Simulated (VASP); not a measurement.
Set up this calculation in VASP 6.6.1, as the native input.

```
Task                   : single point
Functional             : PBE
Potentials or basis    : VASP PAW PBE potentials, release 64 (Zn, Si, N)
Cutoff                 : 520 eV
k mesh                 : 6 × 6 × 6
Occupations            : gaussian, width 0.1 eV
Spin                   : collinear spin, ferromagnetic start
Starting moments       : [0.0, 0.0, 0.0, 0.0, 0.0, 1.0] μB
Dipole correction      : no
Further INCAR settings : ALGO = Normal; EDIFF = 1e-07; NBANDS = 34
```

The structure of Zn2Si3N lies in POSCAR:

```
Zn2Si3N
1.0
    2.4764261800      1.4297653200      4.0555787500
   -2.4764261800      1.4297653200      4.0555787500
    0.0000000000     -2.8595306400      4.0555787500
Zn Si N
2 3 1
Direct
    0.1240085700      0.1240085700      0.1240085700
    0.8759914300      0.8759914300      0.8759914300
    0.5000000000      0.0000000000      0.5000000000
    0.0000000000      0.5000000000      0.5000000000
    0.5000000000      0.5000000000      0.0000000000
    0.5000000000      0.5000000000      0.5000000000
```

The cell was generated, and may not be a known phase.

These files were run (other wordings do the same):

INCAR

```
PREC     = Accurate       # precision mode
ENCUT    = 520            # plane-wave cutoff, eV
EDIFF    = 1E-7           # SCF threshold, eV
ISMEAR   = 0              # smearing method
SIGMA    = 0.1            # smearing width, eV
LREAL    = False          # projectors in reciprocal space
LASPH    = True           # aspherical terms in the spheres
NELM     = 150            # most SCF steps
ALGO     = Normal         # electronic algorithm
ISIF     = 2              # what is computed and relaxed
LWAVE    = False          # write WAVECAR
LCHARG   = False          # write CHGCAR
ISPIN    = 2              # spin polarisation
MAGMOM   = 0 0 0 0 0 1    # initial moments
LORBIT   = 11             # projections on sites
GGA      = PE             # functional
NBANDS   = 34             # bands
```

KPOINTS

```
Automatic mesh
0
Gamma
  6 6 6
```

Potentials or basis: VASP PAW PBE potentials, release 64 (Zn, Si, N).

The run is started by

```bash
$ cat potpaw_PBE.64/Zn/POTCAR potpaw_PBE.64/Si/POTCAR potpaw_PBE.64/N/POTCAR > POTCAR
$ mpirun -np 1 vasp_std > vasp.out
```

It gave:

The pressure is -2.0 GPa. The largest force is 0.075 eV/Å, the net moment is 0.00 μB per cell and the valence electrons inside the program's atomic spheres are Zn 10.66; Si 1.55; N 3.44.

Caveat: the stress differs along the axes, from -10 to 2 GPa.

Wall time 2.4 min on 1 thread of Intel(R) Xeon(R) 6975P-C (Granite Rapids), with other jobs on the host, peak memory 0.37 GiB.
